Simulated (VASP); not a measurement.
# SrO (Fm-3m) in VASP: a series of runs

Runs on SrO. Level: PBEsol. Tasks: single point.

Program: VASP 6.6.1. These are calculated values, not measurements. Logs are shortened: lines on timing, memory, paths and dates and some standing lists are left out, and cuts for length are marked.

## (1) The cell of the first run

It takes space group Fm-3m (No. 225, cubic). The conventional cell has a = 4.975 Å, b = 4.975 Å, c = 4.975 Å, α = 90.00°, β = 90.00°, γ = 90.00°. Within 3.3 Å of Sr (site symmetry m-3m) lie 6 O at 2.49 Å. O (site symmetry m-3m) has 6 Sr at 2.49 Å within 3.3 Å.

## (2) Single point, PBEsol

Input file INCAR:

```
SYSTEM = SrO
ALGO = Normal
EDIFF = 1E-7
ENCUT = 520
GGA = PS
ISIF = 2
ISMEAR = 0
LASPH = .True.
LCHARG = .False.
LREAL = .False.
LWAVE = .False.
NBANDS = 15
NELM = 100
PREC = Accurate
SIGMA = 0.01
```

Input file KPOINTS:

```
k-points
0
Gamma
  8 8 8
  0 0 0
```

Input file POSCAR:

```
SrO
1.0
    0.0000000000      2.4876519488      2.4876519488
    2.4876519488      0.0000000000      2.4876519488
    2.4876519488      2.4876519488      0.0000000000
Sr O
1 1
Direct
    0.5000000000      0.5000000000      0.5000000000
    0.0000000000      0.0000000000      0.0000000000
```

Potentials or basis: VASP PAW PBE potentials, release 64 (Sr_sv, O).

The run is started by

```console
> cat potpaw_PBE.64/Sr_sv/POTCAR potpaw_PBE.64/O/POTCAR > POTCAR
> mpirun -np 1 vasp_std > vasp.out
```

OUTCAR:

```text
SYSTEM = SrO
   EDIFF = 1E-7
   ENCUT = 520
   GGA = PS
   ISIF = 2
   ISMEAR = 0
   LASPH = .True.
   LREAL = .False.
   NELM = 100
   PREC = Accurate

 ion  position               nearest neighbor table
   1  0.500  0.500  0.500-   2 2.49   2 2.49   2 2.49   2 2.49   2 2.49   2 2.49
   2  0.000  0.000  0.000-   1 2.49   1 2.49   1 2.49   1 2.49   1 2.49   1 2.49

  LATTYP: Found a face centered cubic cell.
 ALAT       =     4.9753038976

  Lattice vectors:

 A1 = (   0.0000000000,   2.4876519488,   2.4876519488)
 A2 = (   2.4876519488,   0.0000000000,   2.4876519488)
 A3 = (   2.4876519488,   2.4876519488,   0.0000000000)

Analysis of symmetry for initial positions (statically):
=====================================================================
 Subroutine PRICEL returns:
 Original cell was already a primitive cell.

 Routine SETGRP: Setting up the symmetry group for a
 face centered cubic supercell.

 Subroutine GETGRP returns: Found 48 space group operations
 (whereof 48 operations were pure point group operations)
 out of a pool of 48 trial point group operations.

The static configuration has the point symmetry O_h .

Analysis of symmetry for dynamics (positions and initial velocities):
=====================================================================
 Subroutine PRICEL returns:
 Original cell was already a primitive cell.

 Routine SETGRP: Setting up the symmetry group for a
 face centered cubic supercell.

 Subroutine GETGRP returns: Found 48 space group operations
 (whereof 48 operations were pure point group operations)
 out of a pool of 48 trial point group operations.

The dynamic configuration has the point symmetry O_h .

 Subroutine INISYM returns: Found 48 space group operations
 (whereof 48 operations are pure point group operations),
 and found     1 'primitive' translations

----------------------------------------------------------------------------------------

                                     Primitive cell

  volume of cell :      30.7892

  direct lattice vectors                    reciprocal lattice vectors
     0.000000000  2.487651949  2.487651949    -0.200992747  0.200992747  0.200992747
     2.487651949  0.000000000  2.487651949     0.200992747 -0.200992747  0.200992747
     2.487651949  2.487651949  0.000000000     0.200992747  0.200992747 -0.200992747

  length of vectors
     3.518071124  3.518071124  3.518071124     0.348129651  0.348129651  0.348129651

  position of ions in fractional coordinates (direct lattice)
     0.500000000  0.500000000  0.500000000
     0.000000000  0.000000000  0.000000000

  ion indices of the primitive-cell ions
   primitive index   ion index
                 1           1
                 2           2

----------------------------------------------------------------------------------------

 KPOINTS: k-points

Automatic generation of k-mesh.
 Grid dimensions read from file:
 generate k-points for:    8    8    8

 Generating k-lattice:

  Cartesian coordinates                     Fractional coordinates (reciprocal lattice)
    -0.025124093  0.025124093  0.025124093     0.125000000  0.000000000  0.000000000
     0.025124093 -0.025124093  0.025124093     0.000000000  0.125000000  0.000000000
     0.025124093  0.025124093 -0.025124093     0.000000000  0.000000000  0.125000000

  Length of vectors
     0.043516206  0.043516206  0.043516206

  Shift w.r.t. Gamma in fractional coordinates (k-lattice)
     0.000000000  0.000000000  0.000000000

 Subroutine IBZKPT returns following result:
 ===========================================

 Found     29 irreducible k-points:

 Following reciprocal coordinates:
            Coordinates               Weight
  0.000000  0.000000  0.000000      1.000000
  0.125000  0.000000  0.000000      8.000000
  0.250000  0.000000  0.000000      8.000000
  0.375000  0.000000  0.000000      8.000000
  0.500000  0.000000  0.000000      4.000000
  0.125000  0.125000  0.000000      6.000000
[... 16 lines left out ...]
  0.500000  0.250000  0.125000     48.000000
 -0.375000  0.250000  0.125000     24.000000
 [... further k-points ...]
   k-points           NKPTS =     29   k-points in BZ     NKDIM =     29   number of bands    NBANDS=     15
   number of dos      NEDOS =    301   number of ions     NIONS =      2
   total plane-waves  NPLWV =  21952
   dimension x,y,z NGX =    28 NGY =   28 NGZ =   28
   dimension x,y,z NGXF=    56 NGYF=   56 NGZF=   56
   ions per type =               1   1
   NGX,Y,Z   is equivalent  to a cutoff of  13.23, 13.23, 13.23 a.u.
   NGXF,Y,Z  is equivalent  to a cutoff of  26.46, 26.46, 26.46 a.u.
 SYSTEM =  SrO
   PREC   = accura    normal or accurate (medium, high low for compatibility)
   ISTART =      0    job   : 0-new  1-cont  2-samecut
   ICHARG =      2    charge: 1-file 2-atom 10-const
   ISPIN  =      1    spin polarized calculation?
   LNONCOLLINEAR =      F non collinear calculations
   LSORBIT =      F    spin-orbit coupling
   LASPH  =      T    aspherical Exc in radial PAW
   ENCUT  =  520.0 eV  38.22 Ry    6.18 a.u.   6.54  6.54  6.54*2*pi/ulx,y,z
   NELM   =    100;   NELMIN=  2; NELMDL= -5     # of ELM steps
   EDIFF  = 0.1E-06   stopping-criterion for ELM
   LREAL  =      F    real-space projection
   EDIFFG = 0.1E-05   stopping-criterion for IOM
   NSW    =      0    number of steps for IOM
   IBRION =     -1    ionic relax: 0-MD 1-quasi-New 2-CG
   NFREE  =      0    steps in history (QN), initial steepest desc. (CG)
   ISIF   =      2    stress and relaxation
   ISYM   =      2    0-nonsym 1-usesym 2-fastsym
   POTIM  = 0.5000    time-step for ionic-motion
   TEBEG  =    0.0;   TEEND  =   0.0 temperature during run
   PSTRESS=    0.0 pullay stress
   NELECT =      16.0000    total number of electrons
   NUPDOWN=      -1.0000    fix difference up-down
   EMIN   =  10.00;   EMAX   =-10.00  energy-range for DOS
   EFERMI =   0.00;   METHOD = LEGACY
   ISMEAR =     0;   SIGMA  =   0.01  broadening in eV -4-tet -1-fermi 0-gaus
   EFERMI_NEDOS =   21; number of points for ismear=-14 and -15
   IALGO  =     38    algorithm
   IMIX   =      4    mixing-type and parameters
     AMIX     =   0.40;   BMIX     =  1.00
     AMIX_MAG =   1.60;   BMIX_MAG =  1.00
  volume/ion in A,a.u.               =      15.39       103.89
  Fermi-wavevector in a.u.,A,eV,Ry     =   1.316180  2.487219 23.569769  1.732329
  Thomas-Fermi vector in A             =   2.446310
   LORBIT       =      0    0 simple, 1 ext, 2 COOP (PROOUT), +10 PAW based schemes
   GGA     = PS    functional components
   LHFCALC =     F    Hartree Fock is set to
   AEXX    =    0.0000 exact exchange contribution
   IVDW    =     0    specifies the selected vdW correction
   LEPSILON=     F    determine dielectric tensor
   LRPA    =     F    only Hartree local field effects (RPA)
 non-spin polarized calculation
 Gauss-broadening in eV      SIGMA  =   0.01
  energy-cutoff  :      520.00
  volume of cell :       30.79
 maximum number of plane-waves:       869
 NGX is ok and might be reduce to    28
   NGX = 13   NGY = 13   NGZ = 13

 number of electron      16.0000003 magnetization

 Free energy of the ion-electron system (eV)
  ---------------------------------------------------
  ext. energy  EPLUGINS =         0.00000000
  ---------------------------------------------------
  free energy    TOTEN  =       -12.54226903 eV

  energy without entropy =      -12.54226903  energy(sigma->0) =      -12.54226903

 E-fermi :   2.0356     XC(G=0): -10.7604

 val. band max:        1.9857928494   @ k =   0.0000   0.0000   0.0000
 cond. band min:       5.0432204217   @ k =   0.5000   0.5000   0.0000
 fundamental gap:      3.0574275723
 Fermi energy:         2.0355987192

 k-point     1 :       0.0000    0.0000    0.0000
  band No.  band energies     occupation
      1     -29.9412      2.00000
      2     -13.1366      2.00000
      3     -11.4665      2.00000
      4     -11.4665      2.00000
      5     -11.4665      2.00000
      6       1.9858      2.00000
      7       1.9858      2.00000
      8       1.9858      2.00000
      9       6.5468      0.00000
     10       8.3393      0.00000
     11       8.3393      0.00000
     12       8.3393      0.00000
     13      10.7710      0.00000
     14      10.7710      0.00000
     15      14.9300      0.00000

 k-point     2 :       0.1250    0.0000    0.0000
  band No.  band energies     occupation
      1     -29.9099      2.00000
      2     -13.5203      2.00000
      3     -11.4820      2.00000
      4     -11.4820      2.00000
      5     -11.1549      2.00000
      6       1.4901      2.00000
      7       1.7441      2.00000
      8       1.7441      2.00000
      9       7.2918      0.00000
     10       8.1736      0.00000
     11       8.6854      0.00000
     12       8.6854      0.00000
     13      11.2577      0.00000
     14      11.2577      0.00000
     15      16.0612      0.00000

 k-point     3 :       0.2500    0.0000    0.0000
  band No.  band energies     occupation
      1     -29.8332      2.00000
      2     -14.1828      2.00000
      3     -11.5187      2.00000
      4     -11.5187      2.00000
      5     -10.6677      2.00000
      6       0.5693      2.00000
      7       1.2299      2.00000
      8       1.2299      2.00000
      9       8.1635      0.00000
     10       8.9005      0.00000
     11       9.6313      0.00000
     12       9.6313      0.00000
     13      12.4588      0.00000
     14      12.4588      0.00000
     15      18.4089      0.00000
[... 343 lines left out ...]
 k-point    23 :       0.5000    0.2500    0.1250
  band No.  band energies     occupation
      1     -29.7151      2.00000
      2     -14.4307      2.00000
      3     -11.9828      2.00000
      4     -11.7117      2.00000
      5     -10.6713      2.00000
      6       0.3032      2.00000
      7       0.8962      2.00000
      8       1.4626      2.00000
      9       7.6593      0.00000
     10       9.6927      0.00000
     11      11.5966      0.00000
     12      11.6084      0.00000
     13      13.9453      0.00000
     14      14.9860      0.00000
     15      17.3719      0.00000

 k-point    24 :      -0.3750    0.2500    0.1250
  band No.  band energies     occupation
      1     -29.6890      2.00000
      2     -14.5157      2.00000
      3     -12.0132      2.00000
      4     -11.7940      2.00000
      5     -10.6412      2.00000
      6       0.2472      2.00000
      7       1.0196      2.00000
      8       1.1470      2.00000
      9       8.6319      0.00000
     10       9.0132      0.00000
     11      12.1088      0.00000
     12      12.1172      0.00000
     13      14.5484      0.00000
     14      15.9147      0.00000
     15      16.4693      0.00000

 [... further k-points ...]

------------------------ aborting loop because EDIFF is reached ----------------------------------------

  FORCE on cell =-STRESS in cart. coord.  units (eV):
  Direction    XX          YY          ZZ          XY          YZ          ZX
  --------------------------------------------------------------------------------------
  -------------------------------------------------------------------------------------
  Total        2.1046865      2.1046865      2.1046865      0.0000000      0.0000000      0.0000000
  in kB      109.5214434    109.5214434    109.5214434      0.0000000      0.0000000      0.0000000
  external PRESSURE =     109.5214434 kB  Pullay stress =       0.0000000 kB

 VOLUME and BASIS-vectors are now :
 -----------------------------------------------------------------------------
  energy-cutoff  :      520.00
  volume of cell :       30.79
      direct lattice vectors                 reciprocal lattice vectors
     0.000000000  2.487651949  2.487651949    -0.200992747  0.200992747  0.200992747
     2.487651949  0.000000000  2.487651949     0.200992747 -0.200992747  0.200992747
     2.487651949  2.487651949  0.000000000     0.200992747  0.200992747 -0.200992747

 POSITION                                       TOTAL-FORCE (eV/Angst)
 -----------------------------------------------------------------------------------
      2.48765      2.48765      2.48765         0.000000      0.000000      0.000000
      0.00000      0.00000      0.00000         0.000000      0.000000      0.000000
 -----------------------------------------------------------------------------------
    total drift:                                0.000000      0.000000      0.000000

  FREE ENERGIE OF THE ION-ELECTRON SYSTEM (eV)
  ---------------------------------------------------
  free  energy   TOTEN  =       -12.5422690282 eV

  energy  without entropy=      -12.5422690282  energy(sigma->0) =      -12.54226903
```

Wall time 13 s (1 thread of Intel Xeon Platinum 8259CL at 2.50GHz (Skylake/Cascade Lake), shared host); peak memory 0.16 GiB.

Results:

```
Free energy            : -12.5423 eV
Pressure               : 11.0 GPa
Band gap on the k mesh : 3.06 eV, indirect (the least direct gap lies 4.1 meV higher)
```

Levels at points of the mesh, in eV from the valence-band top:
| k point | band 6 | band 7 | band 8 | band 9 | band 10 | band 11 |
| --- | --- | --- | --- | --- | --- | --- |
| (0.00, 0.00, 0.00) | 0.00 | 0.00 | 0.00 | 4.56 | 6.35 | 6.35 |
| (0.50, 0.00, 0.00) | -2.43 | -1.37 | -1.37 | 6.92 | 9.10 | 9.42 |
| (0.50, 0.50, 0.00) | -0.23 | 0.00 | 0.00 | 3.06 | 8.55 | 10.85 |

Caveat: the PAW data sets were made with another functional, which shifts forces and pressure a little.

## (3) Single point, PBEsol

This run uses another cell than the first one, of 16.63 Å³/atom, 1.080 times its volume.

Input file INCAR:

```
SYSTEM = SrO
PREC     = Accurate       ! precision mode
ENCUT    = 520            ! plane-wave cutoff, eV
EDIFF    = 1E-7           ! SCF threshold, eV
ISMEAR   = 0              ! smearing method
SIGMA    = 0.01           ! smearing width, eV
LREAL    = .FALSE.        ! projectors in reciprocal space
LASPH    = .TRUE.         ! aspherical terms in the spheres
NELM     = 100            ! most SCF steps
ALGO     = Normal         ! electronic algorithm
ISIF     = 2              ! what is computed and relaxed
LWAVE    = .FALSE.        ! write WAVECAR
LCHARG   = .FALSE.        ! write CHGCAR
GGA      = PS             ! functional
NBANDS   = 15             ! bands
```

Input file KPOINTS:

```
Automatic mesh
0
G
  8 8 8
  0 0 0
```

Input file POSCAR:

```
SrO
1.0
    0.0000000000      2.5523324856      2.5523324856
    2.5523324856      0.0000000000      2.5523324856
    2.5523324856      2.5523324856      0.0000000000
Sr O
1 1
Direct
    0.5000000000      0.5000000000      0.5000000000
    0.0000000000      0.0000000000      0.0000000000
```

Potentials or basis: VASP PAW PBE potentials, release 64 (Sr_sv, O).

The run is started by

```console
> cat potpaw_PBE.64/Sr_sv/POTCAR potpaw_PBE.64/O/POTCAR > POTCAR
> mpirun -np 1 vasp_std > vasp.out
```

OUTCAR:

```text
SYSTEM = SrO
   PREC = Accurate
   ENCUT = 520
   EDIFF = 1E-7
   ISMEAR = 0
   LREAL = .FALSE.
   LASPH = .TRUE.
   NELM = 100
   ISIF = 2
   GGA = PS

 ion  position               nearest neighbor table
   1  0.500  0.500  0.500-   2 2.55   2 2.55   2 2.55   2 2.55   2 2.55   2 2.55
   2  0.000  0.000  0.000-   1 2.55   1 2.55   1 2.55   1 2.55   1 2.55   1 2.55

  LATTYP: Found a face centered cubic cell.
 ALAT       =     5.1046649712

  Lattice vectors:

 A1 = (   0.0000000000,   2.5523324856,   2.5523324856)
 A2 = (   2.5523324856,   0.0000000000,   2.5523324856)
 A3 = (   2.5523324856,   2.5523324856,   0.0000000000)

Analysis of symmetry for initial positions (statically):
=====================================================================
 Subroutine PRICEL returns:
 Original cell was already a primitive cell.

 Routine SETGRP: Setting up the symmetry group for a
 face centered cubic supercell.

 Subroutine GETGRP returns: Found 48 space group operations
 (whereof 48 operations were pure point group operations)
 out of a pool of 48 trial point group operations.

The static configuration has the point symmetry O_h .

Analysis of symmetry for dynamics (positions and initial velocities):
[... 179 lines left out ...]
     12       7.8002      0.00000
     13      10.0456      0.00000
     14      10.0456      0.00000
[... 401 lines left out ...]
      2     -14.6693      2.00000
      3     -12.6278      2.00000
      4     -12.4528      2.00000
      5     -11.3729      2.00000
      6      -0.0452      2.00000
      7       0.6961      2.00000
      8       0.7854      2.00000
      9       7.9675      0.00000
     10       8.3232      0.00000
     11      11.0534      0.00000
     12      11.2290      0.00000
     13      13.4221      0.00000
     14      14.7063      0.00000
     15      15.0993      0.00000

 [... further k-points ...]

------------------------ aborting loop because EDIFF is reached ----------------------------------------

  FORCE on cell =-STRESS in cart. coord.  units (eV):
  Direction    XX          YY          ZZ          XY          YZ          ZX
  --------------------------------------------------------------------------------------
  -------------------------------------------------------------------------------------
  Total        0.3467116      0.3467116      0.3467116     -0.0000000     -0.0000000     -0.0000000
  in kB       16.7046436     16.7046436     16.7046436     -0.0000000     -0.0000000     -0.0000000
  external PRESSURE =      16.7046436 kB  Pullay stress =       0.0000000 kB

 VOLUME and BASIS-vectors are now :
 -----------------------------------------------------------------------------
  energy-cutoff  :      520.00
  volume of cell :       33.25
      direct lattice vectors                 reciprocal lattice vectors
     0.000000000  2.552332486  2.552332486    -0.195899242  0.195899242  0.195899242
     2.552332486  0.000000000  2.552332486     0.195899242 -0.195899242  0.195899242
     2.552332486  2.552332486  0.000000000     0.195899242  0.195899242 -0.195899242

 POSITION                                       TOTAL-FORCE (eV/Angst)
 -----------------------------------------------------------------------------------
      2.55233      2.55233      2.55233         0.000000     -0.000000      0.000000
      0.00000      0.00000      0.00000         0.000000      0.000000      0.000000
 -----------------------------------------------------------------------------------
    total drift:                                0.000000      0.000000      0.000000

  FREE ENERGIE OF THE ION-ELECTRON SYSTEM (eV)
  ---------------------------------------------------
  free  energy   TOTEN  =       -12.6363662294 eV

  energy  without entropy=      -12.6363662294  energy(sigma->0) =      -12.63636623
```

Run time: 14 s. Hardware: 1 thread of Intel Xeon Platinum 8259CL at 2.50GHz (Skylake/Cascade Lake), shared host; peak memory 0.16 GiB.

What came out:

* Free energy: -12.6364 eV
* Pressure: 1.7 GPa
* Band gap on the k mesh: 3.14 eV, indirect (least direct gap 3.21 eV)

Levels at points of the mesh, in eV from the valence-band top:
```csv
k point,band 6,band 7,band 8,band 9,band 10,band 11
"(0.00, 0.00, 0.00)",0.00,0.00,0.00,3.98,6.21,6.21
"(0.50, 0.00, 0.00)",-2.27,-1.20,-1.20,6.58,8.46,8.97
"(0.50, 0.50, 0.00)",-0.40,-0.07,-0.07,3.14,7.93,10.34
```

Caveat: the PAW data sets were made with another functional, which shifts forces and pressure a little.
